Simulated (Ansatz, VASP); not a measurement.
**One calculation of Al, two programs**

```
CELL_PARAMETERS angstrom
-1.55144 1.55144 1.67078
1.55144 -1.55144 1.67078
1.55144 1.55144 -1.67078
ATOMIC_POSITIONS crystal
Al 0.00000 0.00000 0.00000
```

Change from the starting cell: strain -0.025 along x and y, +0.050 along z, atoms carried along.

Alike in both runs: task single point; functional LDA; k mesh 20 × 20 × 20; occupations gaussian, width 0.15 eV; no spin polarisation.

```csv
,VASP,Ansatz
version,VASP 6.6.1,Ansatz 0.2.0
potentials or method,"VASP PAW LDA potentials, release 64 (Al), cutoff 520 eV","scalar-relativistic, plane waves, PAW"
valence electrons in the cell,3,3
```

Ansatz gave:

- gap on the k mesh at the Fermi level (eV): none
- pressure (GPa): 0.5
- traceless stress, the component that is largest in VASP (GPa): 2.42

Q: Which values does VASP return?

A: gap on the k mesh at the Fermi level (eV): none; pressure (GPa): 0.6; traceless stress, the component that is largest in VASP (GPa): 2.44.

LDA's correlation is that of Perdew and Zunger in VASP and of Perdew and Wang (1992) in Ansatz. A gap of «none» marks a metal or a gap that the smearing closes.
